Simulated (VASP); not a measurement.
# GaP (I-4m2) in VASP: a series of runs, part 2 of 2

VASP 6.6.1. Earlier steps stand in the parts before.

### 3 Single point, HSE06 (epitaxial xy strain +1.0%)

Input file POSCAR:

```
GaP
1.0
    0.0000000000      2.7526532803      2.7026489945
    2.7526532803      0.0000000000      2.7026489945
    2.7526532803      2.7526532803      0.0000000000
Ga P
1 1
Direct
    0.0000000000      0.0000000000      0.0000000000
    0.2500000000      0.2500000000      0.2500000000
```

Input file INCAR.step1:

```
PREC = Accurate
ENCUT = 520
EDIFF = 1E-5
ISMEAR = 0
SIGMA = 0.01
LREAL = F
LASPH = T
NELM = 80
ALGO = Normal
ISIF = 2
LWAVE = T
LCHARG = F
NBANDS = 16
GGA = PE
```

Input file INCAR.step2:

```
PREC = Accurate
ENCUT = 520
EDIFF = 1E-6
ISMEAR = 0
SIGMA = 0.01
LREAL = F
LASPH = T
NELM = 80
ALGO = Normal
ISIF = 2
LWAVE = F
LCHARG = F
GGA = PE
LHFCALC = T
HFSCREEN = 0.2079
PRECFOCK = Normal
NBANDS = 16
ISTART = 1
```

Input file KPOINTS:

```
regular mesh
0
Gamma
  6 6 6
```

Potentials or basis: VASP PAW PBE potentials, release 64 (Ga_d, P).

Started as:

```console
$ cat potpaw_PBE.64/Ga_d/POTCAR potpaw_PBE.64/P/POTCAR > POTCAR
$ cp INCAR.step1 INCAR
$ mpirun -np 1 vasp_std > vasp.out
$ cp INCAR.step2 INCAR
$ mpirun -np 1 vasp_std > vasp.out
```

OUTCAR:

```text
PREC = Accurate
   ENCUT = 520
   EDIFF = 1E-6
   ISMEAR = 0
   LREAL = F
   LASPH = T
   NELM = 80
   ISIF = 2
   GGA = PE
   LHFCALC = T
   HFSCREEN = 0.2079
   PRECFOCK = Normal
   ISTART = 1

 ion  position               nearest neighbor table
   1  0.000  0.000  0.000-   2 2.37   2 2.37   2 2.37   2 2.37
   2  0.250  0.250  0.250-   1 2.37   1 2.37   1 2.37   1 2.37

  LATTYP: Found a body centered tetragonal cell.
 ALAT       =     3.8928396015
 C/A-ratio  =     1.3885231713

  Lattice vectors:

 A1 = (   0.0000000000,  -2.7526532803,  -2.7026489945)
 A2 = (   0.0000000000,   2.7526532803,  -2.7026489945)
 A3 = (   2.7526532803,   0.0000000000,   2.7026489945)

Analysis of symmetry for initial positions (statically):
=====================================================================
 Subroutine PRICEL returns:
 Original cell was already a primitive cell.

 Routine SETGRP: Setting up the symmetry group for a
 body centered tetragonal supercell.

 Subroutine GETGRP returns: Found  8 space group operations
[... 170 lines left out ...]
  free energy    TOTEN  =       -10.77785070 eV

  energy without entropy =      -10.77785070  energy(sigma->0) =      -10.77785070

 E-fermi :   4.2840     XC(G=0):  -8.1153

 val. band max:        4.1686986374   @ k =   0.0000   0.0000   0.0000
 cond. band min:       6.3308488108   @ k =   0.5000   0.5000   0.0000
 fundamental gap:      2.1621501734
 Fermi energy:         4.2840445516

 k-point     1 :       0.0000    0.0000    0.0000
  band No.  band energies     occupation
      1     -12.9443      2.00000
      2     -12.9442      2.00000
      3     -12.9389      2.00000
      4     -12.8469      2.00000
      5     -12.8429      2.00000
      6      -9.5883      2.00000
[... 433 lines left out ...]
      3     -12.8924      2.00000
      4     -12.8643      2.00000
      5     -12.8325      2.00000
      6      -6.8163      2.00000
[... 8 lines left out ...]
     15      17.3034      0.00000
     16      18.6932      0.00000

 [... further k-points ...]

------------------------ aborting loop because EDIFF is reached ----------------------------------------

  FORCE on cell =-STRESS in cart. coord.  units (eV):
  Direction    XX          YY          ZZ          XY          YZ          ZX
  --------------------------------------------------------------------------------------
  -------------------------------------------------------------------------------------
  Total       -0.2424354     -0.2424354      0.1281023      0.0000000      0.0000000      0.0000000
  in kB       -9.4838324     -9.4838324      5.0112366      0.0000000      0.0000000      0.0000000
  external PRESSURE =      -4.6521428 kB  Pullay stress =       0.0000000 kB

 VOLUME and BASIS-vectors are now :
 -----------------------------------------------------------------------------
  energy-cutoff  :      520.00
  volume of cell :       40.96
      direct lattice vectors                 reciprocal lattice vectors
     0.000000000  2.752653280  2.702648995    -0.181642927  0.181642927  0.185003676
     2.752653280  0.000000000  2.702648995     0.181642927 -0.181642927  0.185003676
     2.752653280  2.752653280  0.000000000     0.181642927  0.181642927 -0.185003676

 POSITION                                       TOTAL-FORCE (eV/Angst)
 -----------------------------------------------------------------------------------
      0.00000      0.00000      0.00000        -0.000000      0.000000      0.000000
      1.37633      1.37633      1.35132         0.000000     -0.000000     -0.000000
 -----------------------------------------------------------------------------------
    total drift:                                0.000002      0.000004     -0.000002

  FREE ENERGIE OF THE ION-ELECTRON SYSTEM (eV)
  ---------------------------------------------------
  free  energy   TOTEN  =       -10.7778507007 eV

  energy  without entropy=      -10.7778507007  energy(sigma->0) =      -10.77785070
```

OUTCAR.step1:

```text
PREC = Accurate
   ENCUT = 520
   EDIFF = 1E-5
   ISMEAR = 0
   LREAL = F
   LASPH = T
[... 678 lines left out ...]
 -----------------------------------------------------------------------------------
      0.00000      0.00000      0.00000        -0.000000     -0.000000     -0.000000
      1.37633      1.37633      1.35132         0.000000      0.000000      0.000000
 -----------------------------------------------------------------------------------
    total drift:                                0.000002      0.000002      0.000002

  FREE ENERGIE OF THE ION-ELECTRON SYSTEM (eV)
  ---------------------------------------------------
  free  energy   TOTEN  =        -9.1063080720 eV

  energy  without entropy=       -9.1063080720  energy(sigma->0) =       -9.10630807
```

OSZICAR.step1:

```text
N       E                     dE             d eps       ncg     rms          rms(c)
DAV:   1     0.749800286208E+02    0.74980E+02   -0.89594E+03  1048   0.161E+03
DAV:   2    -0.368390260255E+01   -0.78664E+02   -0.75034E+02  1128   0.294E+02
DAV:   3    -0.928618959861E+01   -0.56023E+01   -0.55836E+01  1216   0.625E+01
DAV:   4    -0.937472866361E+01   -0.88539E-01   -0.88516E-01  1216   0.845E+00
DAV:   5    -0.937635020996E+01   -0.16215E-02   -0.16215E-02  1232   0.988E-01    0.419E+00
DAV:   6    -0.913213505321E+01    0.24422E+00   -0.37987E-01  1496   0.104E+01    0.278E+00
DAV:   7    -0.910537454242E+01    0.26761E-01   -0.94590E-02  1256   0.205E+00    0.111E+00
DAV:   8    -0.910574355113E+01   -0.36901E-03   -0.13495E-02  1120   0.140E+00    0.192E-01
DAV:   9    -0.910615965212E+01   -0.41610E-03   -0.13341E-03  1224   0.506E-01    0.814E-02
DAV:  10    -0.910623525902E+01   -0.75607E-04   -0.11598E-04  1400   0.118E-01    0.405E-02
DAV:  11    -0.910630850083E+01   -0.73242E-04   -0.10050E-04  1128   0.843E-02    0.519E-03
DAV:  12    -0.910630807205E+01    0.42879E-06   -0.26756E-06   856   0.221E-02
   1 F= -.91063081E+01 E0= -.91063081E+01  d E =-.399309E-48
```

Run time: 1.6 h. Hardware: 1 thread of Intel Xeon Platinum 8259CL at 2.50GHz (Skylake/Cascade Lake), shared host; peak memory 0.3 GiB.

Results:

```yaml
Free_energy: -10.7779 eV
Pressure: -0.5 GPa
Band_gap_on_the_k_mesh: 2.16 eV (least direct gap 2.62 eV)
```

Stress tensor (GPa, compression positive):
```
-0.95  0.00  0.00
 0.00 -0.95  0.00
 0.00  0.00  0.50
```

Caveat: the cell differs from its parent crystal (epitaxial xy strain +1.0%); the PAW data sets were made with another functional, which shifts forces and pressure a little. A k mesh can miss the band edges.

### 4 Single point, HSE06 (epitaxial xy strain -3.0%)

Input file POSCAR:

```
GaP
1.0
    0.0000000000      2.6436373088      2.7943627968
    2.6436373088      0.0000000000      2.7943627968
    2.6436373088      2.6436373088      0.0000000000
Ga P
1 1
Direct
    0.0000000000      0.0000000000      0.0000000000
    0.2500000000      0.2500000000      0.2500000000
```

Changes to INCAR.step1 since step 3:

```diff
@@ -7,3 +7,3 @@
 LASPH = T
-NELM = 80
+NELM = 100
 ALGO = Normal
@@ -12,3 +12,3 @@
 LCHARG = F
+GGA = PE
 NBANDS = 16
-GGA = PE
```

Changes to INCAR.step2 since step 3:

```diff
@@ -7,3 +7,3 @@
 LASPH = T
-NELM = 80
+NELM = 100
 ALGO = Normal
@@ -16,3 +16,3 @@
 PRECFOCK = Normal
+ISTART = 1
 NBANDS = 16
-ISTART = 1
```

KPOINTS is that of step 3.

Started as:

```console
$ cat potpaw_PBE.64/Ga_d/POTCAR potpaw_PBE.64/P/POTCAR > POTCAR
$ cp INCAR.step1 INCAR
$ mpirun -np 1 vasp_std > vasp.out
$ cp INCAR.step2 INCAR
$ mpirun -np 1 vasp_std > vasp.out
```

Run time: 2.6 h. Hardware: 1 thread of Oxide Virtual Turin-like, shared host; peak memory 0.27 GiB.

It converged, with:

| Item | Value |
| --- | --- |
| Free energy | -10.7383 eV |
| Pressure | 3.9 GPa |
| Band gap on the k mesh | 1.96 eV (least direct gap 2.97 eV) |

Stress tensor (GPa, compression positive):
```
5.62 0.00 0.00
0.00 5.62 0.00
0.00 0.00 0.60
```

Levels at points of the mesh, in eV from the valence-band top:
| k point | band 7 | band 8 | band 9 | band 10 | band 11 | band 12 |
| --- | --- | --- | --- | --- | --- | --- |
| (0.00, 0.00, 0.00) | -0.37 | 0.00 | 0.00 | 2.97 | 4.63 | 4.63 |
| (0.50, 0.00, 0.00) | -7.58 | -1.65 | -1.12 | 2.42 | 5.35 | 5.74 |
| (0.50, 0.50, 0.00) | -7.90 | -2.89 | -2.89 | 2.38 | 2.79 | 12.26 |
| (0.50, 0.00, 0.50) | -7.49 | -3.34 | -3.28 | 1.96 | 2.23 | 11.93 |

Caveat: the cell differs from its parent crystal (epitaxial xy strain -3.0%); the stress differs along the axes, from 1 to 6 GPa; the PAW data sets were made with another functional, which shifts forces and pressure a little. A k mesh can miss the band edges.

### 5 The runs side by side

```tsv
cell	gap on the mesh (eV)	pressure (GPa)
a = 3.849, b = 3.849, c = 3.777 Å, angles 60.6, 60.6, 58.8°, 2 atoms	2.08	2.7
a = 3.858, b = 3.858, c = 3.893 Å, angles 59.7, 59.7, 60.6°, 2 atoms	2.16	-0.5
a = 3.847, b = 3.847, c = 3.739 Å, angles 60.9, 60.9, 58.2°, 2 atoms	1.96	3.9
```

Alike in all rows: task single point; level HSE06; potentials or basis VASP PAW PBE potentials, release 64 (Ga_d, P); no spin polarisation; k mesh 6 × 6 × 6; cutoff (eV) 520; smearing gaussian 0.01 eV.

Caveats: the PAW data sets were made with another functional, which shifts forces and pressure a little; the stress differs along the axes, from 1 to 6 GPa (at least some runs).

Total energies depend on the potentials used, so only differences within one code and one set of settings carry meaning.
